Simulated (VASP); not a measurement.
Here is a VASP 6.6.1 calculation.

The input INCAR:

```
SYSTEM = SiC2
PREC     = Accurate       ! precision mode
ENCUT    = 520            ! plane-wave cutoff, eV
EDIFF    = 1E-7           ! SCF threshold, eV
ISMEAR   = 0              ! smearing method
SIGMA    = 0.1            ! smearing width, eV
LREAL    = .False.        ! projectors in reciprocal space
LASPH    = .True.         ! aspherical terms in the spheres
NELM     = 100            ! most SCF steps
ALGO     = Normal         ! electronic algorithm
ISIF     = 2              ! what is computed and relaxed
LWAVE    = .False.        ! write WAVECAR
LCHARG   = .True.         ! write CHGCAR
GGA      = PE             ! functional
LELF     = .True.         ! ELF
LVHAR    = .True.       
NBANDS   = 21             ! bands
```

KPOINTS

```
regular mesh
0
Gamma
  8 4 2
  0 0 0
```

File POSCAR:

```
SiC2
1.0
    2.4567570812      0.0000000000      0.0000000000
    0.0000000000      4.2256248723      0.0000000000
   -0.6255264881      0.0000000000      9.5007599878
Si C
2 4
Direct
    0.7511875440      0.0000000000      0.9310161803
    0.7890851928      0.5000000000      0.0709242620
    0.4899452530      0.1612973658      0.4995804108
    0.9899134129      0.6613116238      0.4994488708
    0.9899134129      0.3386883762      0.4994488708
    0.4899452530      0.8387026342      0.4995804108
```

Potentials or basis: VASP PAW PBE potentials, release 64 (Si, C).

Run with:

```console
$ cat potpaw_PBE.64/Si/POTCAR potpaw_PBE.64/C/POTCAR > POTCAR
$ mpirun -np 1 vasp_std > vasp.out
```

Task: Predict the largest force.

Result: 3.080 eV/Å.

Task: Predict the pressure.

Result: 0.6 GPa.

Task: Estimate the band gap on the k mesh.

Result: Zero (band 12 reaches 3.27 eV, above the bottom of band 13 at 2.03 eV).

Stress tensor (GPa, compression positive):
```
-2.37  0.00 -0.04
 0.00  4.64  0.00
-0.04  0.00 -0.41
```

Caveat: the k points lie up to 0.37 Å⁻¹ apart; forces of over 1 eV/Å act on the atoms, so gaps and moduli don't describe the material at rest.
